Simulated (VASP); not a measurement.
# KI: single point with HSE06

Crystal: KI.

```xyz
2
Lattice="0.0000 3.5443 3.5443 3.5443 0.0000 3.5443 3.5443 3.5443 0.0000" Properties=species:S:1:pos:R:3 pbc="T T T"
K     0.0000    0.0000    0.0000
I     3.5443    3.5443    3.5443
```

```json
{
  "Program": "VASP 6.6.1",
  "Task": "single point",
  "Functional": "HSE06",
  "Potentials or basis": "VASP PAW PBE potentials, release 64 (K_sv, I)",
  "Cutoff": "520 eV",
  "k mesh": "4 × 4 × 4",
  "Occupations": "gaussian, width 0.01 eV",
  "Spin": "no spin polarisation"
}
```

```yaml
Pressure: 0.3 GPa
Band_gap_on_the_k_mesh: 4.93 eV
```

Levels at points of the mesh, in eV from the valence-band top:
| k point | band 4 | band 5 | band 6 | band 7 | band 8 | band 9 | band 10 | band 11 | band 12 | band 13 |
| --- | --- | --- | --- | --- | --- | --- | --- | --- | --- | --- |
| (0.00, 0.00, 0.00) | -12.98 | -11.38 | 0.00 | 0.00 | 0.00 | 4.93 | 7.65 | 7.65 | 7.65 | 8.48 |
| (0.50, 0.00, 0.00) | -12.98 | -11.07 | -1.37 | -0.34 | -0.34 | 6.48 | 8.88 | 9.22 | 9.22 | 10.11 |
| (0.50, 0.50, 0.00) | -13.00 | -11.21 | -1.05 | -0.39 | -0.39 | 5.95 | 6.81 | 9.46 | 9.86 | 10.14 |

It took 8.8 min on 1 thread of Intel(R) Xeon(R) Platinum 8559C (Emerald Rapids), on a shared host, peak memory 0.35 GiB.

Caveat: the PAW data sets were made with another functional, which shifts forces and pressure a little; spin-orbit coupling is left out, which moves the levels of the heavy elements.
